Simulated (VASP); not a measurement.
Wanted: the native input for a VASP 6.6.1 run.

- Task: relaxation of the atoms
- Functional: LDA
- Potentials or basis: VASP PAW LDA potentials, release 64 (Ba_sv, Cu)
- Cutoff: 520 eV
- k mesh: 1 × 1 × 1
- Occupations: fermi-dirac, width 0.15 eV
- Spin: no spin polarisation
- Dipole correction: no
- Further INCAR settings: LREAL = Auto; ALGO = Normal; EDIFF = 1e-06; IBRION = 2; EDIFFG = -0.08; NSW = 45

The structure of Ba16Cu (a cell with a defect) lies in POSCAR:

```
Ba16Cu
1.0
   10.0400000000      0.0000000000      0.0000000000
    0.0000000000     10.0400000000      0.0000000000
    0.0000000000      0.0000000000     10.0400000000
Ba Cu
16 1
Direct
    0.0000000000      0.0000000000      0.0000000000
    0.5000000000      0.0000000000      0.0000000000
    0.0000000000      0.5000000000      0.0000000000
    0.0000000000      0.0000000000      0.5000000000
    0.2500000000      0.2500000000      0.2500000000
    0.5000000000      0.5000000000      0.0000000000
    0.5000000000      0.0000000000      0.5000000000
    0.7500000000      0.2500000000      0.2500000000
    0.0000000000      0.5000000000      0.5000000000
    0.2500000000      0.7500000000      0.2500000000
    0.2500000000      0.2500000000      0.7500000000
    0.5000000000      0.5000000000      0.5000000000
    0.7500000000      0.7500000000      0.2500000000
    0.7500000000      0.2500000000      0.7500000000
    0.2500000000      0.7500000000      0.7500000000
    0.7500000000      0.7500000000      0.7500000000
    0.2496539000      0.1237175000     -0.0051173000
```

These files were run (other wordings do the same):

INCAR

```
SYSTEM = Ba16Cu
PREC = Accurate
ENCUT = 520
EDIFF = 1E-6
ISMEAR = -1
SIGMA = 0.15
LREAL = Auto
LASPH = .TRUE.
NELM = 60
ALGO = Normal
ISIF = 2
LWAVE = .FALSE.
LCHARG = .FALSE.
IBRION = 2
NSW = 45
EDIFFG = -0.08
```

KPOINTS

```
regular mesh
0
G
  1 1 1
  0 0 0
```

Potentials or basis: VASP PAW LDA potentials, release 64 (Ba_sv, Cu).

Run with:

```sh
$ cat potpaw_LDA.64/Ba_sv/POTCAR potpaw_LDA.64/Cu/POTCAR > POTCAR
$ mpirun -np 1 vasp_gam > vasp.out
```

It gave:

```
Energy gained by relaxing    : 12.8 meV/atom
Ionic steps                  : 7
Pressure after relaxing      : -2.0 GPa
Largest force after relaxing : 0.068 eV/Å
```

Caveat: the k points lie up to 0.63 Å⁻¹ apart; the relaxation stopped at a loose force limit of 0.08 eV/Å, so its end isn't a converged minimum.

Wall time 8.7 min on 1 thread of AMD EPYC 7R43 64-Core Processor (Zen 3) (shared host), peak memory 0.69 GiB.
